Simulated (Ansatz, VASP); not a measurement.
# BaTiO3: VASP beside Ansatz

```
CELL_PARAMETERS angstrom
3.93025 0.00000 0.00000
0.00000 2.79871 2.80734
0.00000 -2.79871 2.80734
ATOMIC_POSITIONS crystal
Ba 0.00000 0.00394 0.00394
Ti 0.50000 0.51332 0.51332
O 0.00000 0.49358 0.49358
O 0.50000 0.49484 0.99055
O 0.50000 0.99055 0.49484
```

Change from the starting cell: volume scaled by 0.96, ions relaxed.

Alike in both runs: functional PBE; k mesh 8 × 8 × 8; occupations fermi-dirac, width 0.02 eV; no spin polarisation.

Ansatz relaxed the structure, and its values are those at the end. VASP's run is a single point on that final structure, the one shown.

```csv
,VASP,Ansatz
version,VASP 6.6.1,Ansatz 0.2.0
potentials or method,"VASP PAW PBE potentials, release 64 (Ba_sv, Ti_sv, O)","plane-wave PAW, scalar-relativistic"
plane-wave cutoff (eV),520,420
valence electrons in the cell,40,40
```

Ansatz gave:

| Quantity | Value |
| --- | --- |
| gap on the k mesh at the Fermi level (eV) | 2.06 |
| pressure (GPa) | 10.2 |
| rms of the force components (eV/Å) | 0.004 |

What did VASP give for the same quantities?

gap on the k mesh at the Fermi level (eV): 1.99; pressure (GPa): 12.2; rms of the force components (eV/Å): 0.017.

The functional is the same, so the differences come from potentials, cutoffs and numerics. Ansatz's warnings: stress scf threshold loose.

Neither program's run includes spin-orbit coupling.
